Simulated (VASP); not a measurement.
H15C2NO6, 24 atoms in the cell. The cell holds an amorphous packing of atoms, 24 atoms: a = 5.978 Å, b = 5.978 Å, c = 5.978 Å, α = 90.00°, β = 90.00°, γ = 90.00°. 

```yaml
Program: VASP 6.6.1
Task: single point
Functional: PBE
Dispersion: D3(BJ)
Potentials_or_basis: VASP PAW PBE potentials, release 64 (O, H, C, N)
Cutoff: 520 eV
k_mesh: 1 × 1 × 1
Occupations: fermi-dirac, width 0.02 eV
Spin: no spin polarisation
Dipole_correction: no
Further_INCAR_settings: LREAL = Auto; ALGO = Normal; EDIFF = 1e-07; NBANDS = 50
```

Potentials or basis: VASP PAW PBE potentials, release 64 (O, H, C, N).

Command:

```sh
$ cat potpaw_PBE.64/O/POTCAR potpaw_PBE.64/H/POTCAR potpaw_PBE.64/C/POTCAR potpaw_PBE.64/N/POTCAR > POTCAR
$ mpirun -np 1 vasp_gam > vasp.out
```

Hardware: 1 thread of AMD EPYC 7R13, with other jobs on the host.

How long does it take, and how much memory?

Wall time 68 s on 1 thread of AMD EPYC 7R13, on a shared host, peak memory 0.3 GiB. Counts: scf iterations 17, k points 1.
